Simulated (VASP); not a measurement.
Here is a VASP 6.6.1 calculation.

The input INCAR:

```
SYSTEM = ZnS
ALGO = Normal
EDIFF = 1E-7
ENCUT = 520
GGA = PE
ISIF = 2
ISMEAR = -1
LASPH = .True.
LCHARG = .False.
LREAL = Auto
LWAVE = .False.
NBANDS = 86
NELM = 60
PREC = Accurate
SIGMA = 0.02
```

KPOINTS

```
k-points
0
Gamma
  3 3 2
  0 0 0
```

POSCAR

```
ZnS
1.0
    7.1791809626     -0.0000000001      0.0000000000
   -3.5895904813      6.2173530920      0.0000000000
    0.0000000000      0.0000000000      5.8799973210
Zn S
8 8
Direct
   -0.0021220851     -0.0071776525      0.0032770423
   -0.0009515285      0.0036769667      0.4983973359
    0.0041304931      0.5007737141      0.0027465999
   -0.0026436252      0.4975712259      0.4993469962
    0.4984321066     -0.0017731018     -0.0003664968
    0.5014490371     -0.0044906570      0.4989129824
    0.5032925706      0.5045964020      0.0044889476
    0.4973661220      0.4963536660      0.5014344121
    0.1691593693      0.3394603731      0.2468052145
    0.3278852134      0.1714449838      0.7459613943
    0.1669806554      0.8402279753      0.2479395687
    0.3357630703      0.6661812412      0.7501670085
    0.6644406287      0.3324586797      0.2576473963
    0.8317659919      0.1613606281      0.7403489768
    0.6722130785      0.8427887113      0.2407247695
    0.8339269254      0.6674277524      0.7536061257
```

Potentials or basis: VASP PAW PBE potentials, release 64 (Zn, S).

The run is started by

```console
$ cat potpaw_PBE.64/Zn/POTCAR potpaw_PBE.64/S/POTCAR > POTCAR
$ mpirun -np 1 vasp_std > vasp.out
```

Question: What does it give for the pressure?

Answer: 2.7 GPa.

Question: Predict the band gap on the k mesh.

Answer: 0.38 eV.

Stress tensor (GPa, compression positive):
```
 2.73  0.00  0.01
 0.00  2.87 -0.02
 0.01 -0.02  2.48
```

Caveat: the k points lie up to 0.53 Å⁻¹ apart; semilocal functionals underestimate gaps, and a narrow one can read as zero. A k mesh can miss the band edges.
